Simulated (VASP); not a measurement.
Al: elastic constants with LDA

The system is Al.

```xyz
1
Lattice="-1.5912 1.5912 1.5912 1.5912 -1.5912 1.5912 1.5912 1.5912 -1.5912" Properties=species:S:1:pos:R:3 pbc="T T T"
Al    0.0000    0.0000    0.0000
```

This isn't the form of Al at room conditions, which is fcc.

| Quantity | Value |
| --- | --- |
| Program | VASP 6.6.1 |
| Task | elastic constants |
| Functional | LDA |
| Potentials or basis | VASP PAW LDA potentials, release 64 (Al) |
| Cutoff | 600 eV |
| k mesh | 9 × 9 × 9 |
| Occupations | fermi-dirac, width 0.05 eV |
| Spin | no spin polarisation |
| Dipole correction | no |
| Ions in elastic constants | relaxed |
| Further INCAR settings | ALGO = Normal; EDIFF = 1e-08; NBANDS = 8; IBRION = 6; POTIM = 0.015; NSW = 1; ISIF = 3 |

```
Elastic constants C11, C12, C44 : 37, 93, 51 GPa
Voigt bulk modulus              : 75 GPa
```

Elastic tensor in Voigt notation (GPa, in the Cartesian axes of the cell as first typed):
```
37 93 93  0  0  0
93 37 93  0  0  0
93 93 37  0  0  0
 0  0  0 51  0  0
 0  0  0  0 51  0
 0  0  0  0  0 51
```

Clamped-ion elastic tensor (GPa):
```
37 93 93  0  0  0
93 37 93  0  0  0
93 93 37  0  0  0
 0  0  0 51  0  0
 0  0  0  0 51  0
 0  0  0  0  0 51
```

It took 3.8 min on 1 thread of AMD EPYC 7R43 64-Core Processor (Zen 3) (shared host), peak memory 0.14 GiB.

Caveat: the elastic tensor has a negative eigenvalue, so either the cell is unstable as it stands or the mesh is too thin.
